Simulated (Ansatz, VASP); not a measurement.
**SiC in VASP and in Ansatz**

```
Si C
1.0
     6.15239    0.00000    0.00000
    -3.07619    5.32812    0.00000
     0.00000    0.00000   10.09474
Si C
16 16
Cartesian
  0.0000 1.7760 0.0231
  1.5381 0.8880 2.5468
  0.0000 1.7760 5.0705
  1.5381 0.8880 7.5942
  -1.5381 4.4401 0.0231
  0.0000 3.5521 2.5468
  -1.5381 4.4401 5.0705
  0.0000 3.5521 7.5942
  3.0762 1.7760 0.0231
  4.6143 0.8880 2.5468
  3.0762 1.7760 5.0705
  4.6143 0.8880 7.5942
  1.5381 4.4401 0.0231
  3.0762 3.5521 2.5468
  1.5381 4.4401 5.0705
  3.0762 3.5521 7.5942
  0.0000 1.7760 1.9201
  1.5381 0.8880 4.4438
  0.0000 1.7760 6.9675
  1.5381 0.8880 9.4911
  -1.5381 4.4401 1.9201
  0.0000 3.5521 4.4438
  -1.5381 4.4401 6.9675
  0.0000 3.5521 9.4911
  3.0762 1.7760 1.9201
  4.6143 0.8880 4.4438
  3.0762 1.7760 6.9675
  4.6143 0.8880 9.4911
  1.5381 4.4401 1.9201
  3.0762 3.5521 4.4438
  1.5381 4.4401 6.9675
  3.0762 3.5521 9.4911
```

Alike in both runs: task single point; functional PBE; k mesh 4 × 4 × 2; no spin polarisation.

|  | VASP | Ansatz |
| --- | --- | --- |
| version | VASP 6.6.1 | Ansatz 0.2.0 |
| potentials or method | VASP PAW PBE potentials, release 64 (Si, C), cutoff 600 eV | scalar-relativistic, plane waves, PAW |
| occupations | gaussian, width 0.01 eV | fixed |
| valence electrons in the cell | 128 | 128 |

|  | VASP | Ansatz | Ansatz less VASP |
| --- | --- | --- | --- |
| gap on the k mesh at the Fermi level (eV) | 2.53 | 2.53 | +0.003 |
| least direct gap on the mesh (eV) | 2.78 | 2.78 | +0.003 |
